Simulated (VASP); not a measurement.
# Ta5N (P-3m1) in VASP: a series of runs

The runs below take Ta5N through single point, relaxation of cell and atoms, with PBE.

All numbers are computed with VASP 6.6.1; they aren't measurements. Logs are shortened: lines on timing, memory, paths and dates and some standing lists are left out, and cuts for length are marked.

**1. The cell of the first run**

Symmetry: P-3m1, No. 164, trigonal system. The conventional cell has a = 3.069 Å, b = 3.069 Å, c = 11.980 Å, α = 90.00°, β = 90.00°, γ = 120.00°. Ta (site symmetry 3m) has 3 N at 2.18 Å and 12 Ta at 2.99 to 3.09 Å within 3.1 Å. Within 3.8 Å of Ta (site symmetry 3m) lie 12 Ta at 2.92 to 3.07 Å. Within 3.8 Å of Ta (site symmetry -3m) lie 12 Ta at 2.92 to 3.07 Å. N (site symmetry -3m) has 6 Ta at 2.18 Å within 2.9 Å.

**2. Single point, PBE**

INCAR reads:

```
PREC = Accurate
ENCUT = 520
EDIFF = 1E-7
ISMEAR = 0
SIGMA = 0.2
LREAL = False
LASPH = True
NELM = 100
ALGO = Normal
ISIF = 2
LWAVE = False
LCHARG = False
GGA = PE
NBANDS = 39
```

KPOINTS reads:

```
regular mesh
0
Gamma
  6 6 2
```

POSCAR reads:

```
Ta5N
1.0
    3.0692175634      0.0000000000      0.0000000000
   -1.5346087817      2.6580203796      0.0000000000
    0.0000000000      0.0000000000     11.9797536919
Ta N
5 1
Direct
    0.6666666667      0.3333333333      0.8943731374
    0.3333333333      0.6666666667      0.1056268626
    0.6666666667      0.3333333333      0.3061805399
    0.3333333333      0.6666666667      0.6938194601
    0.0000000000      0.0000000000      0.5000000000
    0.0000000000      0.0000000000      0.0000000000
```

Potentials or basis: VASP PAW PBE potentials, release 64 (Ta_pv, N).

The run is started by

```bash
cat potpaw_PBE.64/Ta_pv/POTCAR potpaw_PBE.64/N/POTCAR > POTCAR
mpirun -np 1 vasp_std > vasp.out
```

OUTCAR:

```text
PREC = Accurate
   ENCUT = 520
   EDIFF = 1E-7
   ISMEAR = 0
   LREAL = False
   LASPH = True
   NELM = 100
   ISIF = 2
   GGA = PE

 ion  position               nearest neighbor table
   1  0.667  0.333  0.894-   6 2.18   6 2.18   6 2.18   4 2.99   4 2.99   4 2.99   2 3.09   2 3.09
                             2 3.09
   2  0.333  0.667  0.106-   6 2.18   6 2.18   6 2.18   3 2.99   3 2.99   3 2.99   1 3.09   1 3.09
                             1 3.09
   3  0.667  0.333  0.306-   5 2.92   5 2.92   5 2.92   2 2.99   2 2.99   2 2.99
   4  0.333  0.667  0.694-   5 2.92   5 2.92   5 2.92   1 2.99   1 2.99   1 2.99
   5  0.000  0.000  0.500-   3 2.92   4 2.92   4 2.92   3 2.92   3 2.92   4 2.92
   6  0.000  0.000  0.000-   1 2.18   2 2.18   2 2.18   1 2.18   1 2.18   2 2.18

  LATTYP: Found a hexagonal cell.
 ALAT       =     3.0692175634
 C/A-ratio  =     3.9031946887

  Lattice vectors:

 A1 = (   3.0692175634,   0.0000000000,   0.0000000000)
 A2 = (  -1.5346087817,   2.6580203796,   0.0000000000)
 A3 = (   0.0000000000,   0.0000000000,  11.9797536919)

Analysis of symmetry for initial positions (statically):
=====================================================================
 Subroutine PRICEL returns:
 Original cell was already a primitive cell.

 Routine SETGRP: Setting up the symmetry group for a
 hexagonal supercell.

 Subroutine GETGRP returns: Found 12 space group operations
 (whereof 12 operations were pure point group operations)
 out of a pool of 24 trial point group operations.

The static configuration has the point symmetry D_3d.

Analysis of symmetry for dynamics (positions and initial velocities):
=====================================================================
 Subroutine PRICEL returns:
 Original cell was already a primitive cell.

 Routine SETGRP: Setting up the symmetry group for a
 hexagonal supercell.

 Subroutine GETGRP returns: Found 12 space group operations
 (whereof 12 operations were pure point group operations)
 out of a pool of 24 trial point group operations.

The dynamic configuration has the point symmetry D_3d.

 Subroutine INISYM returns: Found 12 space group operations
 (whereof 12 operations are pure point group operations),
 and found     1 'primitive' translations

----------------------------------------------------------------------------------------

                                     Primitive cell

  volume of cell :      97.7313

  direct lattice vectors                    reciprocal lattice vectors
     3.069217563  0.000000000  0.000000000     0.325815938  0.188109920  0.000000000
    -1.534608782  2.658020380  0.000000000     0.000000000  0.376219839  0.000000000
     0.000000000  0.000000000 11.979753692     0.000000000  0.000000000  0.083474170

  length of vectors
     3.069217563  3.069217563 11.979753692     0.376219839  0.376219839  0.083474170

  position of ions in fractional coordinates (direct lattice)
     0.666666667  0.333333333  0.894373137
     0.333333333  0.666666667  0.105626863
     0.666666667  0.333333333  0.306180540
     0.333333333  0.666666667  0.693819460
     0.000000000  0.000000000  0.500000000
     0.000000000  0.000000000  0.000000000

  ion indices of the primitive-cell ions
   primitive index   ion index
                 1           1
                 2           2
                 3           3
                 4           4
                 5           5
                 6           6

----------------------------------------------------------------------------------------

 KPOINTS: regular mesh

Automatic generation of k-mesh.
 Grid dimensions read from file:
 generate k-points for:    6    6    2

 Generating k-lattice:

  Cartesian coordinates                     Fractional coordinates (reciprocal lattice)
     0.054302656  0.031351653  0.000000000     0.166666667  0.000000000  0.000000000
     0.000000000  0.062703307  0.000000000     0.000000000  0.166666667  0.000000000
     0.000000000  0.000000000  0.041737085     0.000000000  0.000000000  0.500000000

  Length of vectors
     0.062703307  0.062703307  0.041737085

  Shift w.r.t. Gamma in fractional coordinates (k-lattice)
     0.000000000  0.000000000  0.000000000

 Subroutine IBZKPT returns following result:
 ===========================================

 Found     14 irreducible k-points:

 Following reciprocal coordinates:
            Coordinates               Weight
  0.000000  0.000000  0.000000      1.000000
  0.166667  0.000000  0.000000      6.000000
  0.333333 -0.000000  0.000000      6.000000
  0.500000  0.000000  0.000000      3.000000
  0.166667  0.166667  0.000000      6.000000
  0.333333  0.166667  0.000000     12.000000
  0.333333  0.333333  0.000000      2.000000
  0.000000  0.000000  0.500000      1.000000
  0.166667  0.000000  0.500000      6.000000
  0.333333 -0.000000  0.500000      6.000000
  0.500000  0.000000  0.500000      3.000000
  0.166667  0.166667  0.500000      6.000000
  0.333333  0.166667  0.500000     12.000000
  0.333333  0.333333  0.500000      2.000000
   k-points           NKPTS =     14   k-points in BZ     NKDIM =     14   number of bands    NBANDS=     39
   number of dos      NEDOS =    301   number of ions     NIONS =      6
   total plane-waves  NPLWV =  51840
   dimension x,y,z NGX =    24 NGY =   24 NGZ =   90
   dimension x,y,z NGXF=    48 NGYF=   48 NGZF=  180
   ions per type =               5   1
   NGX,Y,Z   is equivalent  to a cutoff of  13.00, 13.00, 12.49 a.u.
   NGXF,Y,Z  is equivalent  to a cutoff of  26.00, 26.00, 24.98 a.u.
 SYSTEM =  unknown system
   PREC   = accura    normal or accurate (medium, high low for compatibility)
   ISTART =      0    job   : 0-new  1-cont  2-samecut
   ICHARG =      2    charge: 1-file 2-atom 10-const
   ISPIN  =      1    spin polarized calculation?
   LNONCOLLINEAR =      F non collinear calculations
   LSORBIT =      F    spin-orbit coupling
   LASPH  =      T    aspherical Exc in radial PAW
   ENCUT  =  520.0 eV  38.22 Ry    6.18 a.u.   5.71  5.71 22.27*2*pi/ulx,y,z
   NELM   =    100;   NELMIN=  2; NELMDL= -5     # of ELM steps
   EDIFF  = 0.1E-06   stopping-criterion for ELM
   LREAL  =      F    real-space projection
   EDIFFG = 0.1E-05   stopping-criterion for IOM
   NSW    =      0    number of steps for IOM
   IBRION =     -1    ionic relax: 0-MD 1-quasi-New 2-CG
   NFREE  =      0    steps in history (QN), initial steepest desc. (CG)
   ISIF   =      2    stress and relaxation
   ISYM   =      2    0-nonsym 1-usesym 2-fastsym
   POTIM  = 0.5000    time-step for ionic-motion
   TEBEG  =    0.0;   TEEND  =   0.0 temperature during run
   PSTRESS=    0.0 pullay stress
   NELECT =      60.0000    total number of electrons
   NUPDOWN=      -1.0000    fix difference up-down
   EMIN   =  10.00;   EMAX   =-10.00  energy-range for DOS
   EFERMI =   0.00;   METHOD = LEGACY
   ISMEAR =     0;   SIGMA  =   0.20  broadening in eV -4-tet -1-fermi 0-gaus
   EFERMI_NEDOS =   21; number of points for ismear=-14 and -15
   IALGO  =     38    algorithm
   IMIX   =      4    mixing-type and parameters
     AMIX     =   0.40;   BMIX     =  1.00
     AMIX_MAG =   1.60;   BMIX_MAG =  1.00
  volume/ion in A,a.u.               =      16.29       109.92
  Fermi-wavevector in a.u.,A,eV,Ry     =   1.391385  2.629336 26.340226  1.935952
  Thomas-Fermi vector in A             =   2.515229
   LORBIT       =      0    0 simple, 1 ext, 2 COOP (PROOUT), +10 PAW based schemes
   GGA     = PE    functional components
   LHFCALC =     F    Hartree Fock is set to
   AEXX    =    0.0000 exact exchange contribution
   IVDW    =     0    specifies the selected vdW correction
   LEPSILON=     F    determine dielectric tensor
   LRPA    =     F    only Hartree local field effects (RPA)
 non-spin polarized calculation
 Gauss-broadening in eV      SIGMA  =   0.20
  energy-cutoff  :      520.00
  volume of cell :       97.73
 maximum number of plane-waves:      2644
 NGX is ok and might be reduce to    24
   NGX = 11   NGY = 11   NGZ = 45

 number of electron      59.9999997 magnetization

 Free energy of the ion-electron system (eV)
  ---------------------------------------------------
  ext. energy  EPLUGINS =         0.00000000
  ---------------------------------------------------
  free energy    TOTEN  =       -69.21221856 eV

  energy without entropy =      -69.11151898  energy(sigma->0) =      -69.16186877

 E-fermi :   6.2863     XC(G=0): -12.5648

 val. band max:        6.2860691138   @ k =   0.0000   0.0000   0.0000
 cond. band min:       6.2909888219   @ k =   0.1667   0.0000   0.5000
 fundamental gap:      0.0049197081
 Fermi energy:         6.2863458777

 k-point     1 :       0.0000    0.0000    0.0000
  band No.  band energies     occupation
      1     -29.0957      2.00000
      2     -28.6775      2.00000
      3     -28.4658      2.00000
      4     -28.4658      2.00000
      5     -28.4221      2.00000
      6     -28.4221      2.00000
[... 31 lines left out ...]
     38       7.8455      0.00000
     39       8.2890      0.00000

 k-point     2 :       0.1667    0.0000    0.0000
  band No.  band energies     occupation
      1     -29.0459      2.00000
      2     -28.7088      2.00000
      3     -28.5979      2.00000
      4     -28.5689      2.00000
      5     -28.5170      2.00000
      6     -28.4490      2.00000
[... 31 lines left out ...]
     38       8.1260      0.00000
     39       8.6995      0.00000

 k-point     3 :       0.3333   -0.0000    0.0000
  band No.  band energies     occupation
      1     -29.0662      2.00000
      2     -28.9748      2.00000
      3     -28.7926      2.00000
      4     -28.6100      2.00000
      5     -28.5946      2.00000
      6     -28.5103      2.00000
[... 412 lines left out ...]
 k-point    13 :       0.3333    0.1667    0.5000
  band No.  band energies     occupation
      1     -29.1201      2.00000
      2     -29.0296      2.00000
      3     -28.7832      2.00000
      4     -28.7264      2.00000
      5     -28.6374      2.00000
      6     -28.5946      2.00000
[... 31 lines left out ...]
     38       9.8598      0.00000
     39      10.2409      0.00000

 k-point    14 :       0.3333    0.3333    0.5000
  band No.  band energies     occupation
      1     -29.0260      2.00000
      2     -28.9569      2.00000
      3     -28.9569      2.00000
      4     -28.8438      2.00000
      5     -28.6368      2.00000
      6     -28.6368      2.00000
[... 31 lines left out ...]
     38      10.1489      0.00000
     39      10.1489      0.00000

------------------------ aborting loop because EDIFF is reached ----------------------------------------

  FORCE on cell =-STRESS in cart. coord.  units (eV):
  Direction    XX          YY          ZZ          XY          YZ          ZX
  --------------------------------------------------------------------------------------
  -------------------------------------------------------------------------------------
  Total        0.0666114      0.0666114      0.3617854      0.0000000      0.0000000     -0.0000000
  in kB        1.0920069      1.0920069      5.9309972      0.0000000      0.0000000     -0.0000000
  external PRESSURE =       2.7050036 kB  Pullay stress =       0.0000000 kB

 VOLUME and BASIS-vectors are now :
 -----------------------------------------------------------------------------
  energy-cutoff  :      520.00
  volume of cell :       97.73
      direct lattice vectors                 reciprocal lattice vectors
     3.069217563  0.000000000  0.000000000     0.325815938  0.188109920  0.000000000
    -1.534608782  2.658020380  0.000000000     0.000000000  0.376219839  0.000000000
     0.000000000  0.000000000 11.979753692     0.000000000  0.000000000  0.083474170

 POSITION                                       TOTAL-FORCE (eV/Angst)
 -----------------------------------------------------------------------------------
      1.53461      0.88601     10.71437        -0.000000      0.000000     -0.051701
     -0.00000      1.77201      1.26538         0.000000     -0.000000      0.051701
      1.53461      0.88601      3.66797        -0.000000      0.000000     -0.008966
     -0.00000      1.77201      8.31179         0.000000      0.000000      0.008966
      0.00000      0.00000      5.98988         0.000000      0.000000     -0.000000
      0.00000      0.00000      0.00000         0.000000      0.000000     -0.000000
 -----------------------------------------------------------------------------------
    total drift:                                0.000000     -0.000000      0.000000

  FREE ENERGIE OF THE ION-ELECTRON SYSTEM (eV)
  ---------------------------------------------------
  free  energy   TOTEN  =       -69.2122185566 eV

  energy  without entropy=      -69.1115189792  energy(sigma->0) =      -69.16186877
```

Run time: 42 s. Hardware: 1 thread of Intel Xeon 6975P-C (Granite Rapids), shared host; peak memory 0.22 GiB.

Results:

```
Free energy            : -69.2122 eV
Pressure               : 0.3 GPa
Largest force          : 0.052 eV/Å
Band gap on the k mesh : zero (bands 30 and 31 overlap by 0.82 eV)
```

Forces in eV/Å, atoms in the order of the input:
```
Ta   0.000  0.000 -0.052
Ta   0.000  0.000  0.052
Ta   0.000  0.000 -0.009
Ta   0.000  0.000  0.009
Ta   0.000  0.000  0.000
N    0.000  0.000  0.000
```

Stress tensor (GPa, compression positive):
```
0.11 0.00 0.00
0.00 0.11 0.00
0.00 0.00 0.59
```

Levels at points of the mesh, in eV from the Fermi level:
| k point | band 25 | band 26 | band 27 | band 28 | band 29 | band 30 | band 31 | band 32 | band 33 | band 34 |
| --- | --- | --- | --- | --- | --- | --- | --- | --- | --- | --- |
| (0.00, 0.00, 0.00) | -0.95 | -0.61 | -0.61 | 0.00 | 0.00 | 0.23 | 0.23 | 0.31 | 0.44 | 0.44 |
| (0.50, 0.00, 0.00) | -2.38 | -1.54 | -1.17 | -0.72 | -0.26 | -0.09 | 0.39 | 0.97 | 1.34 | 1.57 |
| (0.00, 0.00, 0.50) | -0.64 | -0.57 | -0.57 | 0.01 | 0.01 | 0.21 | 0.21 | 0.25 | 0.27 | 0.38 |
| (0.50, 0.00, 0.50) | -2.65 | -1.44 | -1.13 | -0.57 | -0.24 | 0.05 | 0.14 | 0.83 | 1.18 | 1.46 |

Caveat: the k points lie up to 0.39 Å⁻¹ apart, too coarse for converged energies and pressures of a metal; spin-orbit coupling is left out, which moves the levels of the heavy elements.

(Part 1 of 2 ends here.)

The gap in the log of VASP goes by the Fermi energy; the results here count the filled bands.